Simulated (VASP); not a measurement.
Pd:

```
Pd
1.0
    -3.21445    3.21445    3.21445
     3.21445   -3.21445    3.21445
     3.21445    3.21445   -3.21445
Pd
8
Cartesian
  0.6622 0.6622 0.6622
  -0.6622 2.5523 0.6622
  0.6622 -0.6622 2.5523
  2.5523 0.6622 -0.6622
  2.5523 2.5523 2.5523
  0.6622 3.8766 -0.6622
  -0.6622 0.6622 3.8766
  3.8766 -0.6622 0.6622
```

* Program: VASP 6.6.1
* Task: relaxation of cell and atoms
* Functional: PBE
* Potentials or basis: VASP PAW PBE potentials, release 64 (Pd)
* Cutoff: 600 eV
* k mesh: 4 × 4 × 4
* Occupations: gaussian, width 0.1 eV
* Spin: no spin polarisation

At the start: pressure 39.7 GPa; volume 16.61 Å³/atom.

Task: How do energy, volume and symmetry change on relaxing?

Result: Over 10 steps the energy falls by 486.7 meV/atom and the volume is 20.45 Å³/atom (+23.1 %); space group Ia-3 (No. 206, to 0.1 Å) before and after.

Step by step:
```csv
step,energy change (eV),largest force (eV/Å),pressure (GPa),volume (Å³)
1,0.0000,2.6752,39.65,132.86
2,-0.2867,0.2270,-12.22,228.58
3,-3.7764,0.2311,-2.33,169.74
4,-3.7941,0.2808,-1.29,167.66
5,-3.7976,0.3182,-0.53,166.22
6,-3.8314,0.2518,-0.12,164.94
7,-3.8744,0.1214,1.24,161.49
8,-3.8910,0.0409,-0.45,164.08
9,-3.8910,0.0464,-0.37,163.94
10,-3.8937,0.0282,-0.25,163.60
```

Final structure:
```
Pd
1.0
    -3.44544    3.44544    3.44544
     3.44544   -3.44544    3.44544
     3.44544    3.44544   -3.44544
Pd
8
Cartesian
  0.7909 0.7909 0.7909
  -0.7909 2.6545 0.7909
  0.7909 -0.7909 2.6545
  2.6545 0.7909 -0.7909
  2.6545 2.6545 2.6545
  0.7909 4.2364 -0.7909
  -0.7909 0.7909 4.2364
  0.7909 2.6545 4.2364
```

Caveat: the volume moved by over 15 % at a fixed basis, so the end points are rough.
